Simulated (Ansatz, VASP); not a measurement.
# GaN: VASP beside Ansatz

```
Ga N
1.0
     3.18000    0.00000    0.00000
    -1.59000    2.75396    0.00000
     0.00000    0.00000    5.16600
Ga N
2 2
Direct
  0.34386 0.67437 0.00000
  0.65614 0.32563 0.50000
  0.32482 0.66043 0.37500
  0.67518 0.33957 0.87500
```

Change from the starting cell: mode 4 (140.5 1/cm) frozen in, largest displacement -0.030 Å.

Alike in both runs: task single point; functional r2SCAN; k mesh 12 × 12 × 6; occupations gaussian, width 0.05 eV; no spin polarisation.

|  | VASP | Ansatz |
| --- | --- | --- |
| version | VASP 6.6.1 | Ansatz 0.2.0 |
| potentials or method | VASP PAW PBE potentials, release 64 (Ga_d, N), cutoff 520 eV | scalar-relativistic, plane waves, PAW |
| valence electrons in the cell | 36 | 36 |

|  | VASP | Ansatz | Ansatz less VASP |
| --- | --- | --- | --- |
| gap on the k mesh at the Fermi level (eV) | 2.35 | 2.36 | +0.007 |
| least direct gap on the mesh (eV) | 2.35 | 2.36 | +0.007 |
| pressure (GPa) | 2.1 | 1.0 | -1.09 |
| traceless stress, the component that is largest in VASP (GPa) | 1.39 | 1.34 | -0.051 |
| rms of the force components (eV/Å) | 0.096 | 0.100 | +0.0044 |

VASP's potentials were made for PBE, not for r2SCAN. Atom by atom the forces differ by 0.005 eV/Å (rms over components). With one functional, cell and mesh, what is left measures potentials, basis and numerics.
